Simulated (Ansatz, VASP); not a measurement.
## Y3Ge: VASP beside Ansatz

File INCAR:

```
SYSTEM = Y3Ge
PREC = Accurate ; ENCUT = 520
EDIFF = 1E-6 ; ISMEAR = 0
SIGMA = 0.1 ; LREAL = .False.
LASPH = .True. ; NELM = 60
ALGO = Fast ; ISIF = 2
LWAVE = .False. ; LCHARG = .False.
GGA = PS ; NBANDS = 32
```

The input KPOINTS:

```
Automatic mesh
0
Gamma
  14 14 14
  0 0 0
```

File POSCAR:

```
Y3Ge
1.0
   -2.2977532271      2.2977532271      5.1667389668
    2.2977532271     -2.2977532271      5.1667389668
    2.2977532271      2.2977532271     -5.1667389668
Y Ge
3 1
Direct
    0.7500000000      0.2500000000      0.5000000000
    0.2500000000      0.7500000000      0.5000000000
    0.5000000000      0.5000000000      0.0000000000
    0.0000000000      0.0000000000      0.0000000000
```

Input for Ansatz:

```yaml
crystal:
  lattice:
    - [-2.2977532271, 2.2977532271, 5.1667389668]
    - [2.2977532271, -2.2977532271, 5.1667389668]
    - [2.2977532271, 2.2977532271, -5.1667389668]
  atoms:
    - { symbol: "Y", position: [0.75, 0.25, 0.5] }
    - { symbol: "Y", position: [0.25, 0.75, 0.5] }
    - { symbol: "Y", position: [0.5, 0.5, 0.0] }
    - { symbol: Ge, position: [0.0, 0.0, 0.0] }
basis:
  ecutwfc: 420
kpoints:
  mp_grid: { grid: [14, 14, 14] }
hamiltonian:
  xc: pbesol
scf:
  occupations: { method: gaussian, width: 0.1 }
output:
  forces: true
  stress: true
  eigenvalues: true
```

Alike in both runs: task single point; functional PBEsol; k mesh 14 × 14 × 14; occupations gaussian, width 0.1 eV; no spin polarisation.

|  | VASP | Ansatz |
| --- | --- | --- |
| version | VASP 6.6.1 | Ansatz 0.2.0 |
| potentials or method | VASP PAW PBE potentials, release 64 (Y_sv, Ge_d), cutoff 520 eV | scalar-relativistic, plane waves, PAW |
| valence electrons in the cell | 47 | 47 |

```tsv
	VASP	Ansatz	Ansatz less VASP
gap on the k mesh at the Fermi level (eV)	none	none	-
pressure (GPa)	-4.0	-3.9	+0.07
traceless stress, the component that is largest in VASP (GPa)	0.86	0.87	+0.016
```

VASP's potentials were made for PBE, not for PBEsol. A gap of «none» marks a metal or a gap that the smearing closes.
